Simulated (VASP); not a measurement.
# CdO (Fm-3m) in VASP: settings compared

CdO is run at these levels: BLYP, r2SCAN, r2SCAN+rVV10; tasks: single point.

All numbers are computed with VASP 6.6.1; they aren't measurements. Logs are shortened: lines on timing, memory, paths and dates and some standing lists are left out, and cuts for length are marked.

### 1 The cell of the first run

The structure is cubic, space group Fm-3m (No. 225). Conventional cell: a = 4.865 Å, b = 4.865 Å, c = 4.865 Å, α = 90.00°, β = 90.00°, γ = 90.00°. Within 3.2 Å of Cd (site symmetry m-3m) lie 6 O at 2.43 Å. Within 3.2 Å of O (site symmetry m-3m) lie 6 Cd at 2.43 Å.

### 2 Single point, BLYP (14.39 Å³/atom)

INCAR reads:

```
PREC = Accurate
ENCUT = 600
EDIFF = 1E-6
ISMEAR = 0
SIGMA = 0.05
LREAL = F
LASPH = T
NELM = 120
ALGO = Normal
ISIF = 2
LWAVE = F
LCHARG = T
GGA = B5
ALDAX = 1.0
AGGAX = 1.0
AGGAC = 1.0
ALDAC = 0.0
LELF = T
LVHAR = T
NBANDS = 16
GGA_COMPAT = F
```

KPOINTS reads:

```
Automatic mesh
0
Gamma
  8 8 8
```

POSCAR reads:

```
CdO
1.0
    0.0000000000      2.4324173882      2.4324173882
    2.4324173882      0.0000000000      2.4324173882
    2.4324173882      2.4324173882      0.0000000000
Cd O
1 1
Direct
    0.0000000000      0.0000000000      0.0000000000
    0.5000000000      0.5000000000      0.5000000000
```

Potentials or basis: VASP PAW PBE potentials, release 64 (Cd, O).

Started as:

```sh
> cat potpaw_PBE.64/Cd/POTCAR potpaw_PBE.64/O/POTCAR > POTCAR
> mpirun -np 1 vasp_std > vasp.out
```

OUTCAR:

```text
PREC = Accurate
   ENCUT = 600
   EDIFF = 1E-6
   ISMEAR = 0
   LREAL = F
   LASPH = T
   NELM = 120
   ISIF = 2
   GGA = B5

 ion  position               nearest neighbor table
   1  0.000  0.000  0.000-   2 2.43   2 2.43   2 2.43   2 2.43   2 2.43   2 2.43
   2  0.500  0.500  0.500-   1 2.43   1 2.43   1 2.43   1 2.43   1 2.43   1 2.43

  LATTYP: Found a face centered cubic cell.
 ALAT       =     4.8648347764

  Lattice vectors:

 A1 = (   0.0000000000,   2.4324173882,   2.4324173882)
 A2 = (   2.4324173882,   0.0000000000,   2.4324173882)
 A3 = (   2.4324173882,   2.4324173882,   0.0000000000)

Analysis of symmetry for initial positions (statically):
=====================================================================
 Subroutine PRICEL returns:
 Original cell was already a primitive cell.

 Routine SETGRP: Setting up the symmetry group for a
 face centered cubic supercell.

 Subroutine GETGRP returns: Found 48 space group operations
 (whereof 48 operations were pure point group operations)
 out of a pool of 48 trial point group operations.

The static configuration has the point symmetry O_h .

Analysis of symmetry for dynamics (positions and initial velocities):
=====================================================================
 Subroutine PRICEL returns:
 Original cell was already a primitive cell.

 Routine SETGRP: Setting up the symmetry group for a
 face centered cubic supercell.

 Subroutine GETGRP returns: Found 48 space group operations
 (whereof 48 operations were pure point group operations)
 out of a pool of 48 trial point group operations.

The dynamic configuration has the point symmetry O_h .

 Subroutine INISYM returns: Found 48 space group operations
 (whereof 48 operations are pure point group operations),
 and found     1 'primitive' translations

----------------------------------------------------------------------------------------

                                     Primitive cell

  volume of cell :      28.7835

  direct lattice vectors                    reciprocal lattice vectors
     0.000000000  2.432417388  2.432417388    -0.205556827  0.205556827  0.205556827
     2.432417388  0.000000000  2.432417388     0.205556827 -0.205556827  0.205556827
     2.432417388  2.432417388  0.000000000     0.205556827  0.205556827 -0.205556827

  length of vectors
[... 80 lines left out ...]
   ENCUT  =  600.0 eV  44.10 Ry    6.64 a.u.   6.87  6.87  6.87*2*pi/ulx,y,z
   NELM   =    120;   NELMIN=  2; NELMDL= -5     # of ELM steps
   EDIFF  = 0.1E-05   stopping-criterion for ELM
   LREAL  =      F    real-space projection
   EDIFFG = 0.1E-04   stopping-criterion for IOM
   NSW    =      0    number of steps for IOM
   IBRION =     -1    ionic relax: 0-MD 1-quasi-New 2-CG
   NFREE  =      0    steps in history (QN), initial steepest desc. (CG)
   ISIF   =      2    stress and relaxation
   ISYM   =      2    0-nonsym 1-usesym 2-fastsym
   POTIM  = 0.5000    time-step for ionic-motion
   TEBEG  =    0.0;   TEEND  =   0.0 temperature during run
   PSTRESS=    0.0 pullay stress
   NELECT =      18.0000    total number of electrons
   NUPDOWN=      -1.0000    fix difference up-down
   EMIN   =  10.00;   EMAX   =-10.00  energy-range for DOS
   EFERMI =   0.00;   METHOD = LEGACY
   ISMEAR =     0;   SIGMA  =   0.05  broadening in eV -4-tet -1-fermi 0-gaus
   EFERMI_NEDOS =   21; number of points for ismear=-14 and -15
   IALGO  =     38    algorithm
   IMIX   =      4    mixing-type and parameters
     AMIX     =   0.40;   BMIX     =  1.00
     AMIX_MAG =   1.60;   BMIX_MAG =  1.00
  volume/ion in A,a.u.               =      14.39        97.12
  Fermi-wavevector in a.u.,A,eV,Ry     =   1.399966  2.645553 26.666133  1.959906
  Thomas-Fermi vector in A             =   2.522973
   LORBIT       =      0    0 simple, 1 ext, 2 COOP (PROOUT), +10 PAW based schemes
   GGA     = B5    functional components
   LHFCALC =     F    Hartree Fock is set to
   AEXX    =    0.0000 exact exchange contribution
   IVDW    =     0    specifies the selected vdW correction
   LEPSILON=     F    determine dielectric tensor
   LRPA    =     F    only Hartree local field effects (RPA)
 non-spin polarized calculation
 Gauss-broadening in eV      SIGMA  =   0.05
  energy-cutoff  :      600.00
  volume of cell :       28.78
 maximum number of plane-waves:       982
   NGX = 13   NGY = 13   NGZ = 13

 number of electron      18.0000003 magnetization

 Free energy of the ion-electron system (eV)
  ---------------------------------------------------
  ext. energy  EPLUGINS =         0.00000000
  ---------------------------------------------------
  free energy    TOTEN  =        -6.96723588 eV

  energy without entropy =       -6.96697413  energy(sigma->0) =       -6.96710501

 E-fermi :   1.5254     XC(G=0): -10.6078

 val. band max:        1.4812872444   @ k =   0.5000   0.0000   0.0000
 cond. band min:       2.3558718337   @ k =   0.1250   0.0000   0.0000
 fundamental gap:      0.8745845893
 Fermi energy:         1.5254259702

 k-point     1 :       0.0000    0.0000    0.0000
  band No.  band energies     occupation
      1     -15.0842      2.00000
      2      -5.1380      2.00000
      3      -5.1380      2.00000
      4      -5.1380      2.00000
      5      -4.8945      2.00000
      6      -4.8945      2.00000
[... 433 lines left out ...]
      3      -5.3008      2.00000
      4      -5.2956      2.00000
      5      -4.7093      2.00000
      6      -4.7092      2.00000
[... 8 lines left out ...]
     15      20.1928      0.00000
     16      23.6241      0.00000

 [... further k-points ...]

------------------------ aborting loop because EDIFF is reached ----------------------------------------

  FORCE on cell =-STRESS in cart. coord.  units (eV):
  Direction    XX          YY          ZZ          XY          YZ          ZX
  --------------------------------------------------------------------------------------
  -------------------------------------------------------------------------------------
  Total       -0.2266832     -0.2266832     -0.2266832      0.0000000      0.0000000      0.0000000
  in kB      -12.6178583    -12.6178583    -12.6178583      0.0000000      0.0000000      0.0000000
  external PRESSURE =     -12.6178583 kB  Pullay stress =       0.0000000 kB

 VOLUME and BASIS-vectors are now :
 -----------------------------------------------------------------------------
  energy-cutoff  :      600.00
  volume of cell :       28.78
      direct lattice vectors                 reciprocal lattice vectors
     0.000000000  2.432417388  2.432417388    -0.205556827  0.205556827  0.205556827
     2.432417388  0.000000000  2.432417388     0.205556827 -0.205556827  0.205556827
     2.432417388  2.432417388  0.000000000     0.205556827  0.205556827 -0.205556827

 POSITION                                       TOTAL-FORCE (eV/Angst)
 -----------------------------------------------------------------------------------
      0.00000      0.00000      0.00000        -0.000000      0.000000     -0.000000
      2.43242      2.43242      2.43242         0.000000     -0.000000      0.000000
 -----------------------------------------------------------------------------------
    total drift:                                0.000000      0.000000      0.000000

  FREE ENERGIE OF THE ION-ELECTRON SYSTEM (eV)
  ---------------------------------------------------
  free  energy   TOTEN  =        -6.9672358831 eV

  energy  without entropy=       -6.9669741311  energy(sigma->0) =       -6.96710501
```

OSZICAR:

```text
N       E                     dE             d eps       ncg     rms          rms(c)
DAV:   1     0.125465470319E+03    0.12547E+03   -0.11166E+04   968   0.127E+03
DAV:   2    -0.540933874261E+01   -0.13087E+03   -0.11863E+03  1064   0.301E+02
DAV:   3    -0.922866365539E+01   -0.38193E+01   -0.38121E+01  1104   0.561E+01
DAV:   4    -0.923941083916E+01   -0.10747E-01   -0.10747E-01  1152   0.288E+00
DAV:   5    -0.923944770958E+01   -0.36870E-04   -0.36870E-04  1136   0.149E-01    0.975E+00
DAV:   6    -0.709310254937E+01    0.21463E+01   -0.67676E+00  1208   0.440E+01    0.804E+00
DAV:   7    -0.699087603823E+01    0.10223E+00   -0.10253E+00   992   0.897E+00    0.369E+00
DAV:   8    -0.697047260361E+01    0.20403E-01   -0.15095E-01   944   0.328E+00    0.746E-01
DAV:   9    -0.696722556268E+01    0.32470E-02   -0.84361E-03  1088   0.852E-01    0.173E-01
DAV:  10    -0.696715014044E+01    0.75422E-04   -0.17389E-03  1016   0.394E-01    0.552E-02
DAV:  11    -0.696724259154E+01   -0.92451E-04   -0.15066E-04  1016   0.105E-01    0.217E-02
DAV:  12    -0.696723588786E+01    0.67037E-05   -0.16074E-05  1152   0.337E-02    0.763E-03
DAV:  13    -0.696723588312E+01    0.47396E-08   -0.10335E-06   888   0.982E-03
   1 F= -.69672359E+01 E0= -.69671050E+01  d E =-.261752E-03
```

Run time: 14 s. Hardware: 1 thread of Intel Xeon 6975P-C (Granite Rapids), shared host; peak memory 0.16 GiB.

Results:

```yaml
Free_energy: -6.9672 eV
Pressure: -1.3 GPa
Band_gap_on_the_k_mesh: zero (bands 9 and 10 overlap by 0.49 eV)
```

Caveat: semilocal functionals underestimate gaps, so a narrow gap can read as zero; the PAW data sets were made with another functional, which shifts forces and pressure a little.

### 3 Single point, BLYP (14.67 Å³/atom)

This run uses another cell than the first one, of 14.67 Å³/atom.

INCAR reads:

```
SYSTEM = CdO
PREC = Accurate
ENCUT = 600
EDIFF = 1E-6
ISMEAR = 0
SIGMA = 0.05
LREAL = .FALSE.
LASPH = .TRUE.
NELM = 120
ALGO = Normal
ISIF = 2
LWAVE = .FALSE.
LCHARG = .FALSE.
GGA = B5
ALDAX = 1.0
AGGAX = 1.0
AGGAC = 1.0
ALDAC = 0.0
NBANDS = 16
GGA_COMPAT = .FALSE.
```

KPOINTS reads:

```
regular mesh
0
G
  8 8 8
  0 0 0
```

POSCAR reads:

```
CdO
1.0
    0.0000000000      2.4482127489      2.4482127489
    2.4482127489      0.0000000000      2.4482127489
    2.4482127489      2.4482127489      0.0000000000
Cd O
1 1
Direct
    0.0000000000      0.0000000000      0.0000000000
    0.5000000000      0.5000000000      0.5000000000
```

Potentials or basis: VASP PAW PBE potentials, release 64 (Cd, O).

Started as:

```sh
> cat potpaw_PBE.64/Cd/POTCAR potpaw_PBE.64/O/POTCAR > POTCAR
> mpirun -np 1 vasp_std > vasp.out
```

OUTCAR:

```text
SYSTEM = CdO
   PREC = Accurate
   ENCUT = 600
   EDIFF = 1E-6
   ISMEAR = 0
   LREAL = .FALSE.
   LASPH = .TRUE.
   NELM = 120
   ISIF = 2
   GGA = B5

 ion  position               nearest neighbor table
   1  0.000  0.000  0.000-   2 2.45   2 2.45   2 2.45   2 2.45   2 2.45   2 2.45
   2  0.500  0.500  0.500-   1 2.45   1 2.45   1 2.45   1 2.45   1 2.45   1 2.45

  LATTYP: Found a face centered cubic cell.
 ALAT       =     4.8964254978

  Lattice vectors:

 A1 = (   0.0000000000,   2.4482127489,   2.4482127489)
 A2 = (   2.4482127489,   0.0000000000,   2.4482127489)
 A3 = (   2.4482127489,   2.4482127489,   0.0000000000)

Analysis of symmetry for initial positions (statically):
=====================================================================
 Subroutine PRICEL returns:
 Original cell was already a primitive cell.

 Routine SETGRP: Setting up the symmetry group for a
 face centered cubic supercell.

 Subroutine GETGRP returns: Found 48 space group operations
 (whereof 48 operations were pure point group operations)
 out of a pool of 48 trial point group operations.

The static configuration has the point symmetry O_h .

Analysis of symmetry for dynamics (positions and initial velocities):
=====================================================================
[... 163 lines left out ...]
 Fermi energy:         1.3673713936

 k-point     1 :       0.0000    0.0000    0.0000
  band No.  band energies     occupation
      1     -15.1299      2.00000
      2      -5.2827      2.00000
      3      -5.2827      2.00000
      4      -5.2827      2.00000
      5      -5.0492      2.00000
      6      -5.0492      2.00000
[... 433 lines left out ...]
      3      -5.4285      2.00000
      4      -5.4210      2.00000
      5      -4.8741      2.00000
      6      -4.8740      2.00000
[... 8 lines left out ...]
     15      19.8386      0.00000
     16      23.2540      0.00000

 [... further k-points ...]

------------------------ aborting loop because EDIFF is reached ----------------------------------------

  FORCE on cell =-STRESS in cart. coord.  units (eV):
  Direction    XX          YY          ZZ          XY          YZ          ZX
  --------------------------------------------------------------------------------------
  -------------------------------------------------------------------------------------
  Total       -0.5998858     -0.5998858     -0.5998858      0.0000000      0.0000000     -0.0000000
  in kB      -32.7492770    -32.7492770    -32.7492770      0.0000000      0.0000000     -0.0000000
  external PRESSURE =     -32.7492770 kB  Pullay stress =       0.0000000 kB

 VOLUME and BASIS-vectors are now :
 -----------------------------------------------------------------------------
  energy-cutoff  :      600.00
  volume of cell :       29.35
      direct lattice vectors                 reciprocal lattice vectors
     0.000000000  2.448212749  2.448212749    -0.204230617  0.204230617  0.204230617
     2.448212749  0.000000000  2.448212749     0.204230617 -0.204230617  0.204230617
     2.448212749  2.448212749  0.000000000     0.204230617  0.204230617 -0.204230617

 POSITION                                       TOTAL-FORCE (eV/Angst)
 -----------------------------------------------------------------------------------
      0.00000      0.00000      0.00000         0.000000     -0.000000      0.000000
      2.44821      2.44821      2.44821        -0.000000      0.000000     -0.000000
 -----------------------------------------------------------------------------------
    total drift:                                0.000000      0.000000      0.000000

  FREE ENERGIE OF THE ION-ELECTRON SYSTEM (eV)
  ---------------------------------------------------
  free  energy   TOTEN  =        -6.9601988743 eV

  energy  without entropy=       -6.9599342384  energy(sigma->0) =       -6.96006656
```

Wall time 14 s (1 thread of Intel Xeon 6975P-C (Granite Rapids), shared host); peak memory 0.16 GiB.

Results:

* Free energy: -6.9602 eV
* Pressure: -3.3 GPa
* Band gap on the k mesh: zero (bands 9 and 10 overlap by 0.53 eV)

Caveat: the cell stands under tension; semilocal functionals underestimate gaps, so a narrow gap can read as zero; the PAW data sets were made with another functional, which shifts forces and pressure a little.

(Part 1 of 2 ends here.)
